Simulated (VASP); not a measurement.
# Si (Cmcm) in VASP: notebook, part 2 of 2

VASP 6.6.1.

## Step 3: Single point, LDA (strain +0.0400 x Voigt [1, -1, 0, 0, 0, 0])

Contents of INCAR:

```
SYSTEM = Si
ALGO = Normal
EDIFF = 1E-6
ENCUT = 520
ISIF = 2
ISMEAR = 0
LASPH = .True.
LCHARG = .True.
LELF = .True.
LREAL = .False.
LVHAR = .True.
LWAVE = .False.
NBANDS = 16
NELM = 60
PREC = Accurate
SIGMA = 0.03
```

Contents of KPOINTS:

```
k-points
0
Gamma
  12 12 6
  0 0 0
```

Contents of POSCAR:

```
Si
1.0
    3.9845701589      0.0000000000      0.0000000000
   -1.9922850795      3.1852975207      0.0000000000
    0.0000000000      0.0000000000      6.3326220002
Si
4
Direct
    0.3333333333      0.6666666667      0.0630095000
    0.6666666667      0.3333333333      0.5630095000
    0.3333333333      0.6666666667      0.4369905000
    0.6666666667      0.3333333333      0.9369905000
```

Potentials or basis: VASP PAW LDA potentials, release 64 (Si).

Started as:

```sh
> cat potpaw_LDA.64/Si/POTCAR > POTCAR
> mpirun -np 1 vasp_std > vasp.out
```

OUTCAR:

```text
SYSTEM = Si
   EDIFF = 1E-6
   ENCUT = 520
   ISIF = 2
   ISMEAR = 0
   LASPH = .True.
   LREAL = .False.
   NELM = 60
   PREC = Accurate

 ion  position               nearest neighbor table
   1  0.333  0.667  0.063-   4 2.27   3 2.37   4 2.39   4 2.39
   2  0.667  0.333  0.563-   3 2.27   4 2.37   3 2.39   3 2.39
   3  0.333  0.667  0.437-   2 2.27   1 2.37   2 2.39   2 2.39
   4  0.667  0.333  0.937-   1 2.27   2 2.37   1 2.39   1 2.39

  Warning from LATTYP: Monoclinic adjustment (A1->A3, A2->A1, A3->A2)!
  LATTYP: Found a base centered orthorhombic cell.
 ALAT       =     3.9845701589
 B/A-ratio  =     1.5988161301
 C/A-ratio  =     1.5892861081

  Lattice vectors:

 A1 = (   1.9922850795,  -3.1852975207,   0.0000000000)
 A2 = (   1.9922850794,   3.1852975207,   0.0000000000)
 A3 = (   0.0000000000,   0.0000000000,   6.3326220002)

Analysis of symmetry for initial positions (statically):
=====================================================================
 Subroutine PRICEL returns:
 Original cell was already a primitive cell.

 Routine SETGRP: Setting up the symmetry group for a
 base centered orthorhombic supercell.

 Subroutine GETGRP returns: Found  8 space group operations
 (whereof  4 operations were pure point group operations)
 out of a pool of  8 trial point group operations.

The static configuration has the point symmetry C_2h.
 The point group associated with its full space group is D_2h.

Analysis of symmetry for dynamics (positions and initial velocities):
=====================================================================
 Subroutine PRICEL returns:
 Original cell was already a primitive cell.

 Routine SETGRP: Setting up the symmetry group for a
 base centered orthorhombic supercell.

 Subroutine GETGRP returns: Found  8 space group operations
 (whereof  4 operations were pure point group operations)
 out of a pool of  8 trial point group operations.

The dynamic configuration has the point symmetry C_2h.
 The point group associated with its full space group is D_2h.

 Subroutine INISYM returns: Found  8 space group operations
 (whereof  4 operations are pure point group operations),
 and found     1 'primitive' translations

----------------------------------------------------------------------------------------

                                     Primitive cell

  volume of cell :      80.3739

  direct lattice vectors                    reciprocal lattice vectors
     3.984570159  0.000000000  0.000000000     0.250968099  0.156971208  0.000000000
    -1.992285080  3.185297521  0.000000000     0.000000000  0.313942416  0.000000000
     0.000000000  0.000000000  6.332622000     0.000000000  0.000000000  0.157912473

  length of vectors
     3.984570159  3.757036084  6.332622000     0.296015113  0.313942416  0.157912473

  position of ions in fractional coordinates (direct lattice)
     0.333333333  0.666666667  0.063009500
     0.666666667  0.333333333  0.563009500
     0.333333333  0.666666667  0.436990500
     0.666666667  0.333333333  0.936990500

  ion indices of the primitive-cell ions
   primitive index   ion index
                 1           1
                 2           2
                 3           3
                 4           4

----------------------------------------------------------------------------------------

 KPOINTS: k-points

Automatic generation of k-mesh.
 Grid dimensions read from file:
 generate k-points for:   12   12    6

 Generating k-lattice:

  Cartesian coordinates                     Fractional coordinates (reciprocal lattice)
     0.020914008  0.013080934  0.000000000     0.083333333  0.000000000  0.000000000
     0.000000000  0.026161868  0.000000000     0.000000000  0.083333333  0.000000000
     0.000000000  0.000000000  0.026318745     0.000000000  0.000000000  0.166666667

  Length of vectors
     0.024667926  0.026161868  0.026318745

  Shift w.r.t. Gamma in fractional coordinates (k-lattice)
     0.000000000  0.000000000  0.000000000

 Subroutine IBZKPT returns following result:
 ===========================================

 Found    172 irreducible k-points:

 Following reciprocal coordinates:
            Coordinates               Weight
  0.000000  0.000000  0.000000      1.000000
  0.083333  0.000000  0.000000      4.000000
  0.166667  0.000000  0.000000      4.000000
  0.250000  0.000000  0.000000      4.000000
  0.333333  0.000000  0.000000      4.000000
  0.416667  0.000000  0.000000      4.000000
[... 16 lines left out ...]
  0.333333  0.166667  0.000000      4.000000
  0.416667  0.166667  0.000000      4.000000
 [... further k-points ...]
   k-points           NKPTS =    172   k-points in BZ     NKDIM =    172   number of bands    NBANDS=     16
   number of dos      NEDOS =    301   number of ions     NIONS =      4
   total plane-waves  NPLWV =  40320
   dimension x,y,z NGX =    30 NGY =   28 NGZ =   48
   dimension x,y,z NGXF=    60 NGYF=   56 NGZF=   96
   ions per type =               4
   NGX,Y,Z   is equivalent  to a cutoff of  12.52, 12.39, 12.60 a.u.
   NGXF,Y,Z  is equivalent  to a cutoff of  25.03, 24.78, 25.20 a.u.
 SYSTEM =  Si
   PREC   = accura    normal or accurate (medium, high low for compatibility)
   ISTART =      0    job   : 0-new  1-cont  2-samecut
   ICHARG =      2    charge: 1-file 2-atom 10-const
   ISPIN  =      1    spin polarized calculation?
   LNONCOLLINEAR =      F non collinear calculations
   LSORBIT =      F    spin-orbit coupling
   LASPH  =      T    aspherical Exc in radial PAW
   ENCUT  =  520.0 eV  38.22 Ry    6.18 a.u.   7.41  6.99 11.77*2*pi/ulx,y,z
   NELM   =     60;   NELMIN=  2; NELMDL= -5     # of ELM steps
   EDIFF  = 0.1E-05   stopping-criterion for ELM
   LREAL  =      F    real-space projection
   EDIFFG = 0.1E-04   stopping-criterion for IOM
   NSW    =      0    number of steps for IOM
   IBRION =     -1    ionic relax: 0-MD 1-quasi-New 2-CG
   NFREE  =      0    steps in history (QN), initial steepest desc. (CG)
   ISIF   =      2    stress and relaxation
   ISYM   =      2    0-nonsym 1-usesym 2-fastsym
   POTIM  = 0.5000    time-step for ionic-motion
   TEBEG  =    0.0;   TEEND  =   0.0 temperature during run
   PSTRESS=    0.0 pullay stress
   NELECT =      16.0000    total number of electrons
   NUPDOWN=      -1.0000    fix difference up-down
   EMIN   =  10.00;   EMAX   =-10.00  energy-range for DOS
   EFERMI =   0.00;   METHOD = LEGACY
   ISMEAR =     0;   SIGMA  =   0.03  broadening in eV -4-tet -1-fermi 0-gaus
   EFERMI_NEDOS =   21; number of points for ismear=-14 and -15
   IALGO  =     38    algorithm
   IMIX   =      4    mixing-type and parameters
     AMIX     =   0.40;   BMIX     =  1.00
     AMIX_MAG =   1.60;   BMIX_MAG =  1.00
  volume/ion in A,a.u.               =      20.09       135.60
  Fermi-wavevector in a.u.,A,eV,Ry     =   0.955894  1.806378 12.432101  0.913734
  Thomas-Fermi vector in A             =   2.084773
   LORBIT       =      0    0 simple, 1 ext, 2 COOP (PROOUT), +10 PAW based schemes
   GGA     = CA    functional components
   LHFCALC =     F    Hartree Fock is set to
   AEXX    =    0.0000 exact exchange contribution
   IVDW    =     0    specifies the selected vdW correction
   LEPSILON=     F    determine dielectric tensor
   LRPA    =     F    only Hartree local field effects (RPA)
 non-spin polarized calculation
 Gauss-broadening in eV      SIGMA  =   0.03
  energy-cutoff  :      520.00
  volume of cell :       80.37
 maximum number of plane-waves:      2188
 NGX is ok and might be reduce to    30
   NGX = 15   NGY = 13   NGZ = 23

 number of electron      16.0000000 magnetization

 Free energy of the ion-electron system (eV)
  ---------------------------------------------------
  ext. energy  EPLUGINS =         0.00000000
  ---------------------------------------------------
  free energy    TOTEN  =       -23.65250384 eV

  energy without entropy =      -23.65232548  energy(sigma->0) =      -23.65241466

 E-fermi :   5.9229     XC(G=0):  -9.5900

 val. band max:        5.9193320828   @ k =   0.0833   0.0000   0.0000
 cond. band min:       5.9303576629   @ k =   0.0000   0.0000   0.1667
 fundamental gap:      0.0110255800
 Fermi energy:         5.9229147531

 k-point     1 :       0.0000    0.0000    0.0000
  band No.  band energies     occupation
      1      -6.2252      2.00000
      2      -3.9401      2.00000
      3      -1.2682      2.00000
      4       4.3425      2.00000
      5       4.5860      2.00000
      6       5.6397      2.00000
[... 433 lines left out ...]
      3      -1.5923      2.00000
      4       0.1097      2.00000
      5       1.2593      2.00000
      6       2.0975      2.00000
[... 8 lines left out ...]
     15      12.1957      0.00000
     16      12.6592      0.00000

 [... further k-points ...]
[... 5 lines left out ...]
  --------------------------------------------------------------------------------------
  -------------------------------------------------------------------------------------
  Total       -4.0885496      2.7775867     -0.9474671     -0.0000000      0.0000000      0.0000000
  in kB      -81.5013499     55.3685502    -18.8868562     -0.0000000      0.0000000      0.0000000
  external PRESSURE =     -15.0065520 kB  Pullay stress =       0.0000000 kB

 VOLUME and BASIS-vectors are now :
 -----------------------------------------------------------------------------
  energy-cutoff  :      520.00
  volume of cell :       80.37
      direct lattice vectors                 reciprocal lattice vectors
     3.984570159  0.000000000  0.000000000     0.250968099  0.156971208  0.000000000
    -1.992285080  3.185297521  0.000000000     0.000000000  0.313942416  0.000000000
     0.000000000  0.000000000  6.332622000     0.000000000  0.000000000  0.157912473

 POSITION                                       TOTAL-FORCE (eV/Angst)
 -----------------------------------------------------------------------------------
     -0.00000      2.12353      0.39902         0.000000     -0.718855      0.049601
      1.99229      1.06177      3.56533        -0.000000      0.718855      0.049601
     -0.00000      2.12353      2.76730         0.000000     -0.718855     -0.049601
      1.99229      1.06177      5.93361        -0.000000      0.718855     -0.049601
 -----------------------------------------------------------------------------------
    total drift:                               -0.000000      0.000000     -0.000000

  FREE ENERGIE OF THE ION-ELECTRON SYSTEM (eV)
  ---------------------------------------------------
  free  energy   TOTEN  =       -23.6525038362 eV

  energy  without entropy=      -23.6523254802  energy(sigma->0) =      -23.65241466
```

OSZICAR:

```text
N       E                     dE             d eps       ncg     rms          rms(c)
DAV:   1     0.255486797756E+02    0.25549E+02   -0.58777E+03  5504   0.814E+02
DAV:   2    -0.221674451486E+02   -0.47716E+02   -0.43084E+02  7520   0.122E+02
DAV:   3    -0.241719605193E+02   -0.20045E+01   -0.19888E+01  7568   0.236E+01
DAV:   4    -0.241967497079E+02   -0.24789E-01   -0.24785E-01  6840   0.340E+00
DAV:   5    -0.241972052616E+02   -0.45555E-03   -0.45552E-03  7704   0.435E-01    0.709E+00
DAV:   6    -0.238177639749E+02    0.37944E+00   -0.16114E-01  6528   0.194E+00    0.422E+00
DAV:   7    -0.236531880350E+02    0.16458E+00   -0.30464E-01  6768   0.265E+00    0.353E-01
DAV:   8    -0.236524755413E+02    0.71249E-03   -0.28906E-02  6496   0.968E-01    0.221E-01
DAV:   9    -0.236526549101E+02   -0.17937E-03   -0.15232E-03  7376   0.231E-01    0.112E-01
DAV:  10    -0.236524995836E+02    0.15533E-03   -0.49064E-04  6784   0.120E-01    0.226E-02
DAV:  11    -0.236525035904E+02   -0.40068E-05   -0.45187E-05  7536   0.351E-02    0.297E-02
DAV:  12    -0.236525038362E+02   -0.24582E-06   -0.14389E-06  5672   0.766E-03
   1 F= -.23652504E+02 E0= -.23652415E+02  d E =-.178356E-03
```

stdout:

```text
POSCAR found type information on POSCAR Si
 POSCAR found :  1 types and       4 ions
 scaLAPACK will be used
 LDA part: xc-table for (Slater(with rela. corr.)+CA(PZ))
 , standard interpolation
 POSCAR, INCAR and KPOINTS ok, starting setup
 FFT: planning ... GRIDC
 FFT: planning ... GRID_SOFT
 FFT: planning ... GRID
 WAVECAR not read
 entering main loop
```

It took 2.5 min on 1 thread of Intel Xeon Platinum 8375C at 2.90GHz (Ice Lake), shared host; peak memory 0.26 GiB.

Results:

```yaml
Free_energy: -23.6525 eV
Pressure: -1.5 GPa
Largest_force: 0.721 eV/Å
Band_gap_on_the_k_mesh: zero (bands 8 and 9 overlap by 0.29 eV)
```

Forces on the atoms (eV/Å):
```
Si   0.000 -0.719  0.050
Si   0.000  0.719  0.050
Si   0.000 -0.719 -0.050
Si   0.000  0.719 -0.050
```

Stress tensor (GPa, compression positive):
```
-8.15  0.00  0.00
 0.00  5.54  0.00
 0.00  0.00 -1.89
```

Levels at points of the mesh, in eV from the Fermi level:
| k point | band 6 | band 7 | band 8 | band 9 | band 10 | band 11 |
| --- | --- | --- | --- | --- | --- | --- |
| (0.00, 0.00, 0.00) | -0.28 | -0.03 | 0.17 | 0.77 | 1.64 | 2.31 |
| (0.50, 0.00, 0.00) | -3.03 | -2.64 | -1.13 | 0.66 | 2.66 | 2.99 |
| (0.00, 0.50, 0.00) | -3.45 | -2.98 | -1.80 | -0.12 | 1.69 | 2.69 |
| (0.00, 0.00, 0.50) | -0.98 | -0.73 | -0.73 | 1.60 | 1.60 | 2.58 |
| (0.50, 0.00, 0.50) | -2.49 | -2.06 | -2.06 | 1.08 | 1.08 | 1.70 |
| (0.00, 0.50, 0.50) | -2.81 | -2.32 | -2.32 | 0.41 | 0.41 | 1.69 |

Caveat: the cell differs from its parent crystal (strain +0.0400 x Voigt [1, -1, 0, 0, 0, 0]); semilocal functionals underestimate gaps, so a narrow gap can read as zero.

## Step 4: Single point, LDA (strain +0.0300 x Voigt [1, -1, 0, 0, 0, 0])

Contents of INCAR:

```
SYSTEM = Si
ALGO = Normal
EDIFF = 1E-7
ENCUT = 520
ISIF = 2
ISMEAR = 0
LASPH = .TRUE.
LCHARG = .FALSE.
LREAL = .FALSE.
LWAVE = .FALSE.
NBANDS = 16
NELM = 60
PREC = Accurate
SIGMA = 0.03
```

Contents of KPOINTS:

```
k-points
0
G
  12 12 6
  0 0 0
```

POSCAR, as its differences from that of step 3:

```diff
@@ -2,4 +2,4 @@
 1.0
-    3.9845701589      0.0000000000      0.0000000000
-   -1.9922850795      3.1852975207      0.0000000000
+    3.9462569843      0.0000000000      0.0000000000
+   -1.9731284922      3.2184777032      0.0000000000
     0.0000000000      0.0000000000      6.3326220002
```

Started as:

```sh
> cat potpaw_LDA.64/Si/POTCAR > POTCAR
> mpirun -np 1 vasp_std > vasp.out
```

Run time: 2.5 min. Hardware: 1 thread of Intel Xeon Platinum 8375C at 2.90GHz (Ice Lake), shared host; peak memory 0.27 GiB.

It converged, with:

| Item | Value |
| --- | --- |
| Free energy | -23.7126 eV |
| Pressure | -1.7 GPa |
| Largest force | 0.510 eV/Å |
| Band gap on the k mesh | zero (bands 8 and 9 overlap by 0.16 eV) |

Forces in eV/Å, atoms in the order of the input:
```
Si   0.000 -0.510  0.020
Si   0.000  0.510  0.020
Si   0.000 -0.510 -0.020
Si   0.000  0.510 -0.020
```

Stress tensor (GPa, compression positive):
```
-6.82  0.00  0.00
 0.00  3.53  0.00
 0.00  0.00 -1.89
```

Levels at points of the mesh, in eV from the Fermi level:
```
           k point  band 6  band 7  band 8  band 9  band 10  band 11
(0.00, 0.00, 0.00)   -0.33   -0.06    0.11    0.81     1.69     2.28
(0.50, 0.00, 0.00)   -3.06   -2.77   -1.23    0.54     2.53     2.94
(0.00, 0.50, 0.00)   -3.38   -3.01   -1.74   -0.05     1.80     2.76
(0.00, 0.00, 0.50)   -1.00   -0.80   -0.80    1.62     1.62     2.64
(0.50, 0.00, 0.50)   -2.50   -2.18   -2.18    0.99     0.99     1.64
(0.00, 0.50, 0.50)   -2.74   -2.37   -2.37    0.48     0.48     1.63
```

Caveat: the cell differs from its parent crystal (strain +0.0300 x Voigt [1, -1, 0, 0, 0, 0]); semilocal functionals underestimate gaps, so a narrow gap can read as zero.

## Step 5: Overview

```tsv
cell	gap on the mesh (eV)	pressure (GPa)	largest force (eV/Å)
a = 3.678, b = 3.910, c = 6.333 Å, angles 90.0, 90.0, 118.1°, 4 atoms	none	-1.5	0.53
a = 3.985, b = 3.757, c = 6.333 Å, angles 90.0, 90.0, 122.0°, 4 atoms	none	-1.5	0.72
a = 3.946, b = 3.775, c = 6.333 Å, angles 90.0, 90.0, 121.5°, 4 atoms	none	-1.7	0.51
```

Alike in all rows: task single point; level LDA; potentials or basis VASP PAW LDA potentials, release 64 (Si); no spin polarisation; k mesh 12 × 12 × 6; cutoff (eV) 520; smearing gaussian 0.03 eV.

Caveats: semilocal functionals underestimate gaps, so a narrow gap can read as zero.

Total energies depend on the potentials used, so only differences within one code and one set of settings carry meaning.
